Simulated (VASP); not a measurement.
Here is a VASP 6.6.1 calculation.

Contents of INCAR:

```
PREC = Accurate
ENCUT = 520
EDIFF = 1E-7
ISMEAR = -1
SIGMA = 0.05
LREAL = False
LASPH = True
NELM = 150
ALGO = Normal
ISIF = 2
LWAVE = False
LCHARG = False
ISPIN = 2
MAGMOM = 1 1 1 1
LORBIT = 11
LMAXMIX = 4
GGA = PE
NBANDS = 36
```

Contents of KPOINTS:

```
regular mesh
0
Gamma
  14 14 4
```

Contents of POSCAR:

```
Ti
1.0
    2.8956403126      0.0000000000      0.0000000000
   -1.4478201563      2.5076980709      0.0000000000
    0.0000000000      0.0000000000      9.2439793741
Ti
4
Direct
    1.0000000000      1.0000000000      1.0000000000
    1.0000000000      1.0000000000      0.5000000000
    0.3333333333      0.6666666667      0.2500000000
    0.6666666667      0.3333333333      0.7500000000
```

Potentials or basis: VASP PAW PBE potentials, release 64 (Ti_sv).

Run with:

```console
$ cat potpaw_PBE.64/Ti_sv/POTCAR > POTCAR
$ mpirun -np 1 vasp_std > vasp.out
```

Task: What does it give for the net moment?

Result: 0.00 μB per cell.

Task: What does it give for the pressure?

Result: 4.5 GPa.

Caveat: the cell stands under pressure.
